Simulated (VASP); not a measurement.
**YSc2Pt2: single point with PBE**

The system is YSc2Pt2.

```
Y Sc Pt
1.0
    -2.46228    2.46228    4.82798
     2.46228   -2.46228    4.82798
     2.46228    2.46228   -4.82798
Y Sc Pt
1 2 2
Direct
  0.00000 0.00000 0.00000
  0.65739 0.65739 0.00000
  0.34261 0.34261 0.00000
  0.25000 0.75000 0.50000
  0.75000 0.25000 0.50000
```

* Program: VASP 6.6.1
* Task: single point
* Functional: PBE
* Potentials or basis: VASP PAW PBE potentials, release 64 (Y_sv, Sc_sv, Pt)
* Cutoff: 520 eV
* k mesh: 6 × 6 × 6
* Occupations: gaussian, width 0.1 eV
* Spin: no spin polarisation
* Dipole correction: no
* Further INCAR settings: ALGO = Fast; EDIFF = 1e-06; NBANDS = 34

| Property | Result |
| --- | --- |
| Pressure | 0.6 GPa |
| Largest force | 0.011 eV/Å |
| Band gap on the k mesh | zero (an odd number of electrons rules out a gap without spin polarisation) |

Forces in eV/Å, atoms in the order of the input:
```
Y    0.000  0.000  0.000
Sc   0.000  0.000  0.011
Sc   0.000  0.000 -0.011
Pt   0.000  0.000  0.000
Pt   0.000  0.000  0.000
```

Stress tensor (GPa, compression positive):
```
0.72 0.00 0.00
0.00 0.72 0.00
0.00 0.00 0.30
```

Levels at points of the mesh, in eV from the Fermi level:
```tsv
k point	band 22	band 23	band 24	band 25	band 26	band 27	band 28	band 29	band 30	band 31
(0.00, 0.00, 0.00)	-2.51	-1.93	-1.92	-0.49	-0.49	-0.38	-0.31	0.20	0.90	0.90
(0.50, 0.00, 0.00)	-3.18	-3.00	-2.96	-0.95	-0.09	0.28	0.35	0.40	1.02	1.54
(0.50, 0.50, 0.00)	-2.84	-2.78	-1.53	-1.50	-1.22	-0.69	0.15	0.55	1.15	1.57
(0.50, 0.50, 0.50)	-2.69	-2.69	-2.07	-1.93	-0.50	0.12	0.12	0.83	1.17	1.17
```

Run time: 6.6 min on 1 thread of Intel(R) Xeon(R) Platinum 8488C (Sapphire Rapids), on a shared host, peak memory 0.42 GiB.

Caveat: spin-orbit coupling is left out, which moves the levels of the heavy elements.
